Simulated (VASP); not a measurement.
Here is a VASP 6.6.1 calculation.

The input POSCAR:

```
BeTe
1.0
    0.0000000000      2.7720511529      2.7720511529
    2.7720511529      0.0000000000      2.7720511529
    2.7720511529      2.7720511529      0.0000000000
Be Te
1 1
Direct
    0.0000000000      0.0000000000      0.0000000000
    0.2500000000      0.2500000000      0.2500000000
```

File INCAR.step1:

```
  ALGO = Normal
  EDIFF = 1E-5
  ENCUT = 520
  GGA = PE
  ISIF = 2
  ISMEAR = 0
  LASPH = True
  LCHARG = False
  LREAL = False
  LWAVE = True
  NBANDS = 11
  NELM = 100
  PREC = Accurate
  SIGMA = 0.01
```

INCAR.step2

```
  ALGO = Normal
  EDIFF = 1E-7
  ENCUT = 520
  GGA = PE
  HFSCREEN = 0.2079
  ISIF = 2
  ISMEAR = 0
  ISTART = 1
  LASPH = True
  LCHARG = False
  LHFCALC = True
  LREAL = False
  LWAVE = False
  NBANDS = 11
  NELM = 100
  PREC = Accurate
  PRECFOCK = Normal
  SIGMA = 0.01
```

The input KPOINTS:

```
k-points
0
Gamma
  6 6 6
```

Potentials or basis: VASP PAW PBE potentials, release 64 (Be, Te).

Run with:

```bash
$ cat potpaw_PBE.64/Be/POTCAR potpaw_PBE.64/Te/POTCAR > POTCAR
$ cp INCAR.step1 INCAR
$ mpirun -np 1 vasp_std > vasp.out
$ cp INCAR.step2 INCAR
$ mpirun -np 1 vasp_std > vasp.out
```

**Question.** Predict the pressure.

**Answer.** 3.0 GPa.

**Question.** What does it give for the band gap on the k mesh?

**Answer.** 2.51 eV (least direct gap 4.42 eV).

Caveat: the cell differs from its parent crystal (strain -2.0%); the PAW data sets were made with another functional, which shifts forces and pressure a little; spin-orbit coupling is left out, which moves the levels of the heavy elements. A k mesh can miss the band edges.
